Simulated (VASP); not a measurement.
MgSi3N2:

```
CELL_PARAMETERS angstrom
2.32847 1.34434 4.80296
-2.32847 1.34434 4.80296
0.00000 -2.68868 4.80296
ATOMIC_POSITIONS crystal
Mg 0.00000 0.00000 0.00000
Si 0.50000 0.50000 0.50000
Si 0.32935 0.32935 0.32935
Si 0.67065 0.67065 0.67065
N 0.77773 0.77773 0.77773
N 0.22227 0.22227 0.22227
```

The cell was built from a structure type or drawn by symmetry, and may not be a known phase.

- Program: VASP 6.6.1
- Task: relaxation of cell and atoms
- Functional: PBE
- Potentials or basis: VASP PAW PBE potentials, release 64 (Mg, Si, N)
- Cutoff: 600 eV
- k mesh: 6 × 6 × 6
- Occupations: gaussian, width 0.1 eV
- Spin: no spin polarisation

At the start: pressure 10.8 GPa; volume 15.03 Å³/atom.

Q: Where does the relaxation end?

A: Over 34 steps the energy falls by 486.7 meV/atom and the volume is 13.46 Å³/atom (-10.5 %); space group R-3m (No. 166, to 0.1 Å) before and after.

Step by step:
| step | energy change (eV) | largest force (eV/Å) | pressure (GPa) | volume (Å³) |
| --- | --- | --- | --- | --- |
| 1 | 0.0000 | 6.4218 | 10.82 | 90.21 |
| 2 | 2.2393 | 2.2855 | -14.84 | 103.68 |
| 3 | 1.1254 | 3.1220 | -13.42 | 99.68 |
| 4 | 0.0603 | 3.1761 | -10.64 | 96.35 |
| 5 | -0.6681 | 1.7916 | -4.89 | 93.27 |
| 6 | -0.7246 | 1.4855 | 0.10 | 91.74 |
| 7 | -0.7408 | 0.7994 | -1.91 | 92.28 |
| 8 | -0.7413 | 0.8544 | -1.64 | 92.20 |
| 9 | -0.8630 | 0.9958 | -1.40 | 90.68 |
| 10 | -1.2515 | 1.3093 | -0.36 | 86.21 |
| 11 | -1.9756 | 1.4255 | 3.57 | 77.67 |
| 12 | -1.3041 | 1.1784 | 33.56 | 62.21 |
| 13 | -2.0843 | 1.9963 | 8.21 | 73.93 |
| 14 | -2.2075 | 1.4660 | 16.51 | 67.92 |
| 15 | -2.2365 | 1.7675 | 13.43 | 69.69 |
| 16 | -2.2857 | 1.4662 | 12.92 | 69.60 |
| 17 | -2.3846 | 0.5876 | 11.75 | 69.33 |
| 18 | -2.3590 | 1.1908 | 11.06 | 68.79 |
| 19 | -2.4114 | 0.0751 | 11.19 | 69.12 |
| 20 | -2.4686 | 0.0814 | 9.95 | 69.77 |
| 21 | -2.6097 | 0.1760 | 6.58 | 71.75 |
| 22 | -2.7769 | 0.4370 | 1.13 | 75.81 |
| 23 | -2.7635 | 1.0075 | -6.02 | 84.30 |
| 24 | -2.8204 | 0.7155 | -2.96 | 79.95 |
| 25 | -2.8668 | 0.4193 | -0.87 | 80.06 |
| 26 | -2.8686 | 0.6081 | -0.33 | 80.08 |
| 27 | -2.8805 | 0.4893 | -0.21 | 79.99 |
| 28 | -2.8979 | 0.3682 | 0.32 | 79.72 |
| 29 | -2.9059 | 0.2827 | 0.36 | 79.83 |
| 30 | -2.9186 | 0.0338 | 0.58 | 80.18 |
| 31 | -2.9191 | 0.0326 | 0.66 | 80.26 |
| 32 | -2.9182 | 0.2135 | -0.61 | 80.89 |
| 33 | -2.9199 | 0.0754 | 0.12 | 80.52 |
| 34 | -2.9202 | 0.0291 | 0.04 | 80.75 |

Final structure:
```
Mg Si N
1.0
     2.37633    1.37197    4.12781
    -2.37633    1.37197    4.12781
     0.00000   -2.74395    4.12781
Mg Si N
1 3 2
Direct
  0.00000 0.00000 0.00000
  0.50000 0.50000 0.50000
  0.29738 0.29738 0.29738
  0.70262 0.70262 0.70262
  0.83745 0.83745 0.83745
  0.16255 0.16255 0.16255
```
